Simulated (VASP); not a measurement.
Here is a VASP 6.6.1 calculation.

INCAR

```
SYSTEM = Ge
PREC     = Accurate       ! precision mode
ENCUT    = 520            ! plane-wave cutoff, eV
EDIFF    = 1E-6           ! SCF threshold, eV
ISMEAR   = -1             ! smearing method
SIGMA    = 0.36           ! smearing width, eV
LREAL    = Auto         
LASPH    = .TRUE.         ! aspherical terms in the spheres
NELM     = 80             ! most SCF steps
ALGO     = Normal         ! electronic algorithm
ISIF     = 2              ! what is computed and relaxed
LWAVE    = .FALSE.        ! write WAVECAR
LCHARG   = .FALSE.        ! write CHGCAR
GGA      = PE             ! functional
IVDW     = 12             ! dispersion correction
NBANDS   = 126            ! bands
```

KPOINTS

```
regular mesh
0
G
  2 2 2
  0 0 0
```

POSCAR

```
Ge
1.0
    0.0000000000      5.3809740000      5.3809740000
    5.3809740000      0.0000000000      5.3809740000
    5.3809740000      5.3809740000      0.0000000000
Ge
16
Direct
   -0.5516380492      0.1044699343     -0.0695691895
    0.0446852187      0.4041182879      0.0145233930
   -0.3859431397      0.1656484495      0.0894354814
    0.2252194491      0.0279874982      0.4115425943
    0.2244760893      0.9457581471     -0.1515339045
    0.1624612942      0.3926984223      0.4206301684
   -0.1443140220      0.2471392726      0.6609305304
    0.2186871745      0.7490930081      0.2708710356
    0.8850813998     -0.1344366280     -0.3022315291
    0.3973537133      0.5555221044     -0.3372530698
    0.5029665633      0.1357467997      0.5077240663
    0.8945034858      0.0824571908      0.2843908928
    0.7499664559      0.4720985457     -0.0807381712
    0.8552633780      0.6691260727      0.1864439412
    0.6240784661      0.4515074780      0.3122761790
    0.6783901948      0.7558668747      0.4813626678
```

Potentials or basis: VASP PAW PBE potentials, release 64 (Ge_d).

The run is started by

```bash
$ cat potpaw_PBE.64/Ge_d/POTCAR > POTCAR
$ mpirun -np 1 vasp_std > vasp.out
```

**Question.** Estimate the pressure.

**Answer.** 7.6 GPa.

**Question.** Estimate the largest force.

**Answer.** 3.504 eV/Å.

**Question.** Estimate the dispersion energy per atom.

**Answer.** -0.345 eV.

Stress tensor (GPa, compression positive):
```
10.34  0.61 -0.37
 0.61  4.28  0.66
-0.37  0.66  8.06
```

Caveat: the k points lie up to 0.51 Å⁻¹ apart; pairwise dispersion overbinds metals, which lowers pressure and volume; forces of over 1 eV/Å act on the atoms, so gaps and moduli don't describe the material at rest.
